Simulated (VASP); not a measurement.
# Fe in VASP: further runs, part 2 of 2

VASP 6.6.1.

### 4 Single point, PBE, collinear spin, ferromagnetic start (normal strain along x +0.0367, normal strain along z +0.0700)

INCAR

```
PREC = Accurate ; ENCUT = 600
EDIFF = 1E-6 ; ISMEAR = 0
SIGMA = 0.15 ; LREAL = False
LASPH = True ; NELM = 200
ALGO = Normal ; ISIF = 2
LWAVE = False ; LCHARG = False
ISPIN = 2 ; MAGMOM = 2.44
LORBIT = 11 ; LMAXMIX = 4
GGA = PE ; NBANDS = 18
GGA_COMPAT = False
```

KPOINTS

```
Automatic mesh
0
Gamma
  10 10 10
```

POSCAR

```
Fe
1.0
   -1.4677340298      1.4157750842      1.5148793401
    1.4677340298     -1.4157750842      1.5148793401
    1.4677340298      1.4157750842     -1.5148793401
Fe
1
Direct
    0.0000000000      0.0000000000      0.0000000000
```

Potentials or basis: VASP PAW PBE potentials, release 64 (Fe_sv).

Started as:

```bash
cat potpaw_PBE.64/Fe_sv/POTCAR > POTCAR
mpirun -np 1 vasp_std > vasp.out
```

OUTCAR:

```text
PREC = Accurate
   ENCUT = 600
   EDIFF = 1E-6
   ISMEAR = 0
   LREAL = False
   LASPH = True
   NELM = 200
   ISIF = 2
   ISPIN = 2
   LORBIT = 11
   GGA = PE

 ion  position               nearest neighbor table
   1  0.000  0.000  0.000-

  LATTYP: Found a body centered orthorhombic cell.
 ALAT       =     2.8315501684
 B/A-ratio  =     1.0367000000
 C/A-ratio  =     1.0700000000

  Lattice vectors:

 A1 = (   1.4677340298,  -1.4157750842,  -1.5148793401)
 A2 = (  -1.4677340298,   1.4157750842,  -1.5148793401)
 A3 = (   1.4677340298,   1.4157750842,   1.5148793401)

Analysis of symmetry for initial positions (statically):
=====================================================================
 Subroutine PRICEL returns:
 Original cell was already a primitive cell.

 Routine SETGRP: Setting up the symmetry group for a
 body centered orthorhombic supercell.

 Subroutine GETGRP returns: Found  8 space group operations
 (whereof  8 operations were pure point group operations)
 out of a pool of  8 trial point group operations.

The static configuration has the point symmetry D_2h.

Analysis of symmetry for dynamics (positions and initial velocities):
=====================================================================
 Subroutine PRICEL returns:
 Original cell was already a primitive cell.

 Routine SETGRP: Setting up the symmetry group for a
 body centered orthorhombic supercell.

 Subroutine GETGRP returns: Found  8 space group operations
 (whereof  8 operations were pure point group operations)
 out of a pool of  8 trial point group operations.

The dynamic configuration has the point symmetry D_2h.

Analysis of structural, dynamic, and magnetic symmetry:
=====================================================================
 Subroutine PRICEL returns:
 Original cell was already a primitive cell.

 Routine SETGRP: Setting up the symmetry group for a
 body centered orthorhombic supercell.

 Subroutine GETGRP returns: Found  8 space group operations
[... 126 lines left out ...]
   GGA     = PE    functional components
   LHFCALC =     F    Hartree Fock is set to
   AEXX    =    0.0000 exact exchange contribution
   IVDW    =     0    specifies the selected vdW correction
   LEPSILON=     F    determine dielectric tensor
   LRPA    =     F    only Hartree local field effects (RPA)
 spin polarized calculation
 Gauss-broadening in eV      SIGMA  =   0.15
  energy-cutoff  :      600.00
  volume of cell :       12.59
 maximum number of plane-waves:       431
   NGX = 11   NGY = 11   NGZ = 11

 number of electron      16.0000006 magnetization       2.3762107

 Free energy of the ion-electron system (eV)
  ---------------------------------------------------
  ext. energy  EPLUGINS =         0.00000000
  ---------------------------------------------------
  free energy    TOTEN  =        -8.28386190 eV

  energy without entropy =       -8.27040368  energy(sigma->0) =       -8.27713279

 E-fermi :  10.5173     XC(G=0): -13.0915

 val. band max:       10.5094123233   @ k =   0.5000   0.5000   0.4000
 cond. band min:      10.5219046098   @ k =  -0.2000   0.5000   0.2000
 fundamental gap:      0.0124922865
 Fermi energy:        10.5173138957

 spin component 1

 k-point     1 :       0.0000    0.0000    0.0000
  band No.  band energies     occupation
      1     -77.5185      1.00000
      2     -43.3864      1.00000
      3     -43.3787      1.00000
      4     -43.3651      1.00000
      5       2.6105      1.00000
      6       8.2276      1.00000
[... 493 lines left out ...]
     17      43.8674      0.00000
     18      45.5523      0.00000

 [... further k-points ...]

 spin component 2

 k-point     1 :       0.0000    0.0000    0.0000
  band No.  band energies     occupation
      1     -74.6405      1.00000
      2     -40.5550      1.00000
      3     -40.5545      1.00000
      4     -40.5493      1.00000
      5       2.7355      1.00000
      6      10.2654      0.99123
[... 493 lines left out ...]
     17      44.2918      0.00000
     18      45.7908      0.00000

 [... further k-points ...]
[... 5 lines left out ...]
  --------------------------------------------------------------------------------------
  -------------------------------------------------------------------------------------
  Total       -1.4173053     -1.1961666     -1.4990370      0.0000000      0.0000000      0.0000000
  in kB     -180.3409379   -152.2027862   -190.7406559      0.0000000      0.0000000      0.0000000
  external PRESSURE =    -174.4281267 kB  Pullay stress =       0.0000000 kB

 VOLUME and BASIS-vectors are now :
 -----------------------------------------------------------------------------
  energy-cutoff  :      600.00
  volume of cell :       12.59
      direct lattice vectors                 reciprocal lattice vectors
    -1.467734030  1.415775084  1.514879340     0.000000000  0.353163441  0.330059290
     1.467734030 -1.415775084  1.514879340     0.340661176  0.000000000  0.330059290
     1.467734030  1.415775084 -1.514879340     0.340661176  0.353163441  0.000000000

 POSITION                                       TOTAL-FORCE (eV/Angst)
 -----------------------------------------------------------------------------------
      0.00000      0.00000      0.00000         0.000000      0.000000      0.000000
 -----------------------------------------------------------------------------------
    total drift:                                0.000000     -0.000000      0.000000

  FREE ENERGIE OF THE ION-ELECTRON SYSTEM (eV)
  ---------------------------------------------------
  free  energy   TOTEN  =        -8.2838619011 eV

  energy  without entropy=       -8.2704036787  energy(sigma->0) =       -8.27713279

 total charge

# of ion       s       p       d       tot
------------------------------------------
    1        2.171   6.019   5.504  13.694

 magnetization (x)

# of ion       s       p       d       tot
------------------------------------------
    1       -0.002  -0.009   2.406   2.395
```

Wall time 40 s (1 thread of Intel Xeon Platinum 8559C (Emerald Rapids), shared host); peak memory 0.18 GiB.

Results:

| Item | Value |
| --- | --- |
| Free energy | -8.2839 eV |
| Pressure | -17.4 GPa |
| Net moment | 2.38 μB per cell |
| Site moments | Fe +2.40 μB |
| Valence electrons inside the program's atomic spheres | Fe 13.69 |

Stress tensor (GPa, compression positive):
```
-18.03   0.00   0.00
  0.00 -15.22   0.00
  0.00   0.00 -19.07
```

Levels at points of the mesh, in eV from the Fermi level:
Spin up:
| k point | band 7 | band 8 | band 9 | band 10 | band 11 | band 12 |
| --- | --- | --- | --- | --- | --- | --- |
| (0.00, 0.00, 0.00) | -2.13 | -2.02 | -1.26 | -0.99 | 22.87 | 23.41 |
| (0.50, 0.00, 0.00) | -1.20 | -0.80 | 0.14 | 0.51 | 6.47 | 17.24 |
| (0.00, 0.50, 0.00) | -1.27 | -1.01 | 0.10 | 0.23 | 6.10 | 18.03 |
| (0.50, 0.50, 0.00) | -0.99 | -0.78 | 0.19 | 0.74 | 6.78 | 16.59 |
| (0.50, 0.50, 0.50) | -0.16 | -0.08 | 0.01 | 7.97 | 9.07 | 10.41 |
Spin down:
| k point | band 5 | band 6 | band 7 | band 8 | band 9 | band 10 |
| --- | --- | --- | --- | --- | --- | --- |
| (0.00, 0.00, 0.00) | -7.78 | -0.25 | 0.01 | 0.21 | 1.55 | 2.00 |
| (0.50, 0.00, 0.00) | -3.08 | -1.17 | 0.54 | 1.60 | 2.10 | 2.61 |
| (0.00, 0.50, 0.00) | -3.13 | -0.88 | 0.25 | 1.38 | 1.97 | 2.61 |
| (0.50, 0.50, 0.00) | -3.04 | -1.41 | 0.78 | 1.86 | 2.12 | 2.63 |
| (0.50, 0.50, 0.50) | -2.43 | -2.34 | 2.35 | 2.36 | 2.37 | 8.20 |

Caveat: the cell differs from its parent crystal (normal strain along x +0.0367, normal strain along z +0.0700).

### 5 The runs side by side

```csv
cell,gap on the mesh (eV),pressure (GPa),moment (μB)
"a = 2.502 Å, angles 108.1, 111.1, 109.2°, 1 atom",none,-14.5,2.19
"a = 2.511 Å, angles 111.3, 111.3, 105.8°, 1 atom",none,-14.4,2.26
"a = 2.540 Å, angles 109.4, 112.3, 106.8°, 1 atom",none,-17.4,2.38
```

Alike in all rows: task single point; level PBE; potentials or basis VASP PAW PBE potentials, release 64 (Fe_sv); spin collinear, ferromagnetic start; k mesh 10 × 10 × 10; cutoff (eV) 600; smearing gaussian 0.15 eV.

Total energies depend on the potentials used, so only differences within one code and one set of settings carry meaning.
